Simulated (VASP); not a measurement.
A run of VASP 6.6.1 is set up as follows.

The input INCAR:

```
SYSTEM = Ca2AlO
  PREC = Accurate
  ENCUT = 520
  EDIFF = 1E-6
  ISMEAR = 0
  SIGMA = 0.1
  LREAL = .FALSE.
  LASPH = .TRUE.
  NELM = 60
  ALGO = Normal
  ISIF = 2
  LWAVE = .FALSE.
  LCHARG = .FALSE.
  GGA = PE
  NBANDS = 22
```

The input KPOINTS:

```
Automatic mesh
0
G
  6 6 2
  0 0 0
```

File POSCAR:

```
Ca2AlO
1.0
    3.5531689249      0.0000000000      0.0000000000
    0.0000000000      3.5531689249      0.0000000000
    0.0000000000      0.0000000000      8.0062388313
Ca Al O
2 1 1
Direct
    0.0000000000      0.5000000000      0.3289270749
    0.5000000000      0.0000000000      0.6710729251
    0.0000000000      0.0000000000      0.0000000000
    0.5000000000      0.5000000000      0.5000000000
```

Potentials or basis: VASP PAW PBE potentials, release 64 (Ca_sv, Al, O).

The run is started by

```bash
$ cat potpaw_PBE.64/Ca_sv/POTCAR potpaw_PBE.64/Al/POTCAR potpaw_PBE.64/O/POTCAR > POTCAR
$ mpirun -np 1 vasp_std > vasp.out
```

Problem. Estimate the band gap on the k mesh.

Solution. Zero (an odd number of electrons rules out a gap without spin polarisation).

Problem. Predict the largest force.

Solution. 0.054 eV/Å.

Problem. Estimate the pressure.

Solution. 0.2 GPa.

Forces on the atoms (eV/Å):
```
Ca   0.000  0.000 -0.054
Ca   0.000  0.000  0.054
Al   0.000  0.000  0.000
O    0.000  0.000  0.000
```

Caveat: the k points lie up to 0.39 Å⁻¹ apart, too coarse for converged energies and pressures of a metal; an odd number of electrons without spin polarisation forces a metal; a magnetic or distorted state may lie lower.
